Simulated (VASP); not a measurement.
A run of VASP 6.6.1 is set up as follows.

INCAR

```
SYSTEM = ZrSnO4
ALGO = Normal
EDIFF = 1E-6
ENCUT = 520
GGA = PE
ISIF = 2
ISMEAR = -1
LASPH = .True.
LCHARG = .False.
LREAL = .False.
LWAVE = .False.
NBANDS = 34
NELM = 60
PREC = Accurate
SIGMA = 0.02
```

The input KPOINTS:

```
k-points
0
Gamma
  8 8 6
  0 0 0
```

The input POSCAR:

```
ZrSnO4
1.0
    3.6092535736      0.0000000000      0.0000000000
    0.0000000000      3.6092535736      0.0000000000
    0.0000000000      0.0000000000      5.4433907542
Zr Sn O
1 1 4
Direct
    0.5000000000      0.5000000000      0.5000000000
    0.0000000000      0.0000000000      0.0000000000
    0.5000000000      0.0000000000      0.6785501406
    0.0000000000      0.5000000000      0.8173834373
    0.0000000000      0.5000000000      0.3214498594
    0.5000000000      0.0000000000      0.1826165627
```

Potentials or basis: VASP PAW PBE potentials, release 64 (Zr_sv, Sn_d, O).

Command:

```console
$ cat potpaw_PBE.64/Zr_sv/POTCAR potpaw_PBE.64/Sn_d/POTCAR potpaw_PBE.64/O/POTCAR > POTCAR
$ mpirun -np 1 vasp_std > vasp.out
```

**Question.** What does it give for the pressure?

**Answer.** 0.4 GPa.

**Question.** Predict the largest force.

**Answer.** 0.043 eV/Å.

**Question.** Predict the band gap on the k mesh.

**Answer.** 1.78 eV (least direct gap 1.87 eV).

Stress tensor (GPa, compression positive):
```
0.50 0.00 0.00
0.00 0.50 0.00
0.00 0.00 0.23
```

Caveat: spin-orbit coupling is left out, which moves the levels of the heavy elements. A k mesh can miss the band edges.
